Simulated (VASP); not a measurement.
# SiTe3 (Fm-3m) in VASP: notebook, part 3 of 3

VASP 6.6.1. The steps go on from the part before.

### 6 Relaxation of cell and atoms, PBE

Input file INCAR:

```
SYSTEM = SiTe3
  ALGO = Normal
  EDIFF = 1E-6
  EDIFFG = -0.01
  ENCUT = 600
  GGA = PE
  IBRION = 2
  ISIF = 3
  ISMEAR = 0
  LASPH = .True.
  LCHARG = .False.
  LREAL = .False.
  LWAVE = .False.
  NELM = 60
  NSW = 100
  PREC = Accurate
  SIGMA = 0.1
```

Input file KPOINTS:

```
k-points
0
Gamma
  12 12 12
  0 0 0
```

Input file POSCAR:

```
SiTe3
1.0
    0.0000000000      3.7269499965      3.7269499965
    3.7269499965      0.0000000000      3.7269499965
    3.7269499965      3.7269499965      0.0000000000
Si Te
1 3
Direct
    0.5000000000      0.5000000000      0.5000000000
    0.7500000000      0.7500000000      0.7500000000
    0.2500000000      0.2500000000      0.2500000000
    0.0000000000      0.0000000000      0.0000000000
```

Potentials or basis: VASP PAW PBE potentials, release 64 (Si, Te).

On the command line:

```bash
$ cat potpaw_PBE.64/Si/POTCAR potpaw_PBE.64/Te/POTCAR > POTCAR
$ mpirun -np 1 vasp_std > vasp.out
```

OUTCAR:

```text
SYSTEM = SiTe3
   EDIFF = 1E-6
   EDIFFG = -0.01
   ENCUT = 600
   GGA = PE
   IBRION = 2
   ISIF = 3
   ISMEAR = 0
   LASPH = .True.
   LREAL = .False.
   NELM = 60
   NSW = 100
   PREC = Accurate

 ion  position               nearest neighbor table
   1  0.500  0.500  0.500-   3 3.23   3 3.23   3 3.23   2 3.23   3 3.23   2 3.23   2 3.23   2 3.23

   2  0.750  0.750  0.750-   1 3.23   1 3.23   1 3.23   1 3.23   4 3.23   4 3.23   4 3.23   4 3.23

   3  0.250  0.250  0.250-   4 3.23   4 3.23   4 3.23   1 3.23   4 3.23   1 3.23   1 3.23   1 3.23

   4  0.000  0.000  0.000-   2 3.23   2 3.23   2 3.23   2 3.23   3 3.23   3 3.23   3 3.23   3 3.23

  LATTYP: Found a face centered cubic cell.
 ALAT       =     7.4538999930

  Lattice vectors:

 A1 = (   0.0000000000,   3.7269499965,   3.7269499965)
 A2 = (   3.7269499965,   0.0000000000,   3.7269499965)
 A3 = (   3.7269499965,   3.7269499965,   0.0000000000)

Analysis of symmetry for initial positions (statically):
=====================================================================
 Subroutine PRICEL returns:
 Original cell was already a primitive cell.

 Routine SETGRP: Setting up the symmetry group for a
 face centered cubic supercell.

 Subroutine GETGRP returns: Found 48 space group operations
 (whereof 48 operations were pure point group operations)
 out of a pool of 48 trial point group operations.

The static configuration has the point symmetry O_h .

Analysis of symmetry for dynamics (positions and initial velocities):
=====================================================================
 Subroutine PRICEL returns:
 Original cell was already a primitive cell.

 Routine SETGRP: Setting up the symmetry group for a
 face centered cubic supercell.

 Subroutine GETGRP returns: Found 48 space group operations
 (whereof 48 operations were pure point group operations)
 out of a pool of 48 trial point group operations.

The dynamic configuration has the point symmetry O_h .

 Subroutine INISYM returns: Found 48 space group operations
 (whereof 48 operations are pure point group operations),
 and found     1 'primitive' translations

[... 143 lines left out ...]
  ext. energy  EPLUGINS =         0.00000000
  ---------------------------------------------------
  free energy    TOTEN  =       -12.84837725 eV

  energy without entropy =      -12.83691515  energy(sigma->0) =      -12.84264620

------------------------ aborting loop because EDIFF is reached ----------------------------------------

  FORCE on cell =-STRESS in cart. coord.  units (eV):
  Direction    XX          YY          ZZ          XY          YZ          ZX
  --------------------------------------------------------------------------------------
  -------------------------------------------------------------------------------------
  Total       -0.1662605     -0.1662605     -0.1662605      0.0000000      0.0000000      0.0000000
  in kB       -2.5728175     -2.5728175     -2.5728175      0.0000000      0.0000000      0.0000000
  external PRESSURE =      -2.5728175 kB  Pullay stress =       0.0000000 kB
[... 63 lines left out ...]
--------------------------------------- Ionic step        3  -------------------------------------------

 number of electron      21.9999998 magnetization

 Free energy of the ion-electron system (eV)
  ---------------------------------------------------
  ext. energy  EPLUGINS =         0.00000000
  ---------------------------------------------------
  free energy    TOTEN  =       -12.84876153 eV

  energy without entropy =      -12.83738869  energy(sigma->0) =      -12.84307511

 E-fermi :   7.9334     XC(G=0): -10.1505

 val. band max:        7.9106715031   @ k =   0.4167   0.2500   0.0833
 cond. band min:       7.9371640158   @ k =   0.4167   0.4167   0.0000
 fundamental gap:      0.0264925128
 Fermi energy:         7.9334035649

 k-point     1 :       0.0000    0.0000    0.0000
  band No.  band energies     occupation
      1      -6.0484      2.00000
      2      -2.1130      2.00000
      3      -1.2716      2.00000
      4       2.5971      2.00000
      5       4.3658      2.00000
      6       4.3658      2.00000
      7       4.3658      2.00000
      8       4.4623      2.00000
      9       4.4623      2.00000
     10       4.4623      2.00000
     11       5.9761      2.00000
     12       5.9761      2.00000
     13       5.9761      2.00000
     14      10.8072      0.00000
[... 401 lines left out ...]
      2      -3.6944      2.00000
      3      -2.4183      2.00000
      4       0.6388      2.00000
      5       2.8943      2.00000
      6       3.4814      2.00000
      7       5.1698      2.00000
      8       5.3414      2.00000
      9       5.6771      2.00000
     10       5.7497      2.00000
     11       7.7096      1.99845
     12       8.8831      0.00000
     13       9.4437      0.00000
     14      10.2885      0.00000
     15      10.4890      0.00000

 [... further k-points ...]

------------------------ aborting loop because EDIFF is reached ----------------------------------------

  FORCE on cell =-STRESS in cart. coord.  units (eV):
  Direction    XX          YY          ZZ          XY          YZ          ZX
  --------------------------------------------------------------------------------------
  -------------------------------------------------------------------------------------
  Total       -0.0000531     -0.0000531     -0.0000531      0.0000000     -0.0000000      0.0000000
  in kB       -0.0008258     -0.0008258     -0.0008258      0.0000000     -0.0000000      0.0000000
  external PRESSURE =      -0.0008258 kB  Pullay stress =       0.0000000 kB
[... 19 lines left out ...]
  FREE ENERGIE OF THE ION-ELECTRON SYSTEM (eV)
  ---------------------------------------------------
  free  energy   TOTEN  =       -12.8487615290 eV

  energy  without entropy=      -12.8373886887  energy(sigma->0) =      -12.84307511

 reached required accuracy - stopping structural energy minimisation
```

OSZICAR:

```text
N       E                     dE             d eps       ncg     rms          rms(c)
DAV:   1     0.889933524686E+02    0.88993E+02   -0.91283E+03  2160   0.134E+03
DAV:   2    -0.771636500624E+01   -0.96710E+02   -0.95170E+02  2896   0.173E+02
DAV:   3    -0.127973830019E+02   -0.50810E+01   -0.49709E+01  2573   0.422E+01
DAV:   4    -0.128853518815E+02   -0.87969E-01   -0.87710E-01  2720   0.637E+00
[... 18 lines left out ...]
DAV:   1    -0.128488500839E+02   -0.12331E-03   -0.21509E-03  2209   0.222E-01    0.572E-02
DAV:   2    -0.128487867628E+02    0.63321E-04   -0.13040E-04  2419   0.624E-02    0.331E-02
DAV:   3    -0.128487681298E+02    0.18633E-04   -0.26563E-05  2608   0.254E-02    0.116E-02
DAV:   4    -0.128487624435E+02    0.56863E-05   -0.48684E-06  2230   0.110E-02    0.206E-02
DAV:   5    -0.128487615290E+02    0.91452E-06   -0.12434E-06  1220   0.587E-03
   3 F= -.12848762E+02 E0= -.12843075E+02  d E =-.384275E-03
```

It took 3.2 min on 1 thread of Intel Xeon Platinum 8375C at 2.90GHz (Ice Lake), shared host; peak memory 0.35 GiB.

What came out:

```yaml
Free_energy: -12.8488 eV
Relaxed_volume: 25.77 Å³/atom
Relaxed_cell: a = 5.263 Å, b = 5.263 Å, c = 5.263 Å, α = 60.00°, β = 60.00°, γ = 60.00°
Space_group_after_relaxing_to_0.05_Å: Fm-3m (No. 225)
Energy_gained_by_relaxing: 0.1 meV/atom
Ionic_steps: 3
Pressure_after_relaxing: 0.0 GPa
Band_gap_on_the_k_mesh: zero (band 11 reaches 8.54 eV, above the bottom of band 12 at 5.98 eV)
```

Step by step:
| step | energy change (eV) | largest force (eV/Å) | pressure (GPa) | volume (Å³) |
| --- | --- | --- | --- | --- |
| 1 | 0.0000 | 0.0000 | -0.26 | 103.54 |
| 2 | -0.0003 | 0.0000 | 0.08 | 102.91 |
| 3 | -0.0004 | 0.0000 | 0.00 | 103.06 |

Final structure:
```cif
data_structure
_symmetry_space_group_name_H-M 'P 1'
_symmetry_Int_Tables_number 1
_cell_length_a 5.2626
_cell_length_b 5.2626
_cell_length_c 5.2626
_cell_angle_alpha 60.000
_cell_angle_beta 60.000
_cell_angle_gamma 60.000
_cell_volume 103.06
loop_
_atom_site_label
_atom_site_type_symbol
_atom_site_fract_x
_atom_site_fract_y
_atom_site_fract_z
_atom_site_occupancy
Si1 Si 0.50000 0.50000 0.50000 1
Te1 Te 0.75000 0.75000 0.75000 1
Te2 Te 0.25000 0.25000 0.25000 1
Te3 Te 0.00000 0.00000 0.00000 1
```

Caveat: spin-orbit coupling is left out, which moves the levels of the heavy elements.

### 7 Summary

```csv
task,cell,k mesh,cutoff (eV),gap on the mesh (eV),pressure (GPa),relaxed volume (Å³/atom)
single point,"a = 5.271 Å, angles 60.0°, 4 atoms",4 × 4 × 4,520,none,0.2,-
single point,"a = 5.567 Å, angles 60.0°, 4 atoms",4 × 4 × 4,520,none,-6.1,-
relaxation of cell and atoms,"relaxed from a = 5.567 Å, angles 60.0°, 4 atoms",4 × 4 × 4,600,none,0.0,25.95
single point,"a = 5.265 Å, angles 60.0°, 4 atoms",12 × 12 × 12,520,none,-0.1,-
relaxation of cell and atoms,"relaxed from a = 5.271 Å, angles 60.0°, 4 atoms",12 × 12 × 12,600,none,0.0,25.77
```

Alike in all rows: level PBE; potentials or basis VASP PAW PBE potentials, release 64 (Si, Te); no spin polarisation; smearing gaussian 0.1 eV.

Caveats: some runs use coarse meshes; spin-orbit coupling is left out, which moves the levels of the heavy elements.

Absolute energies hang on the potentials; compare differences alone.
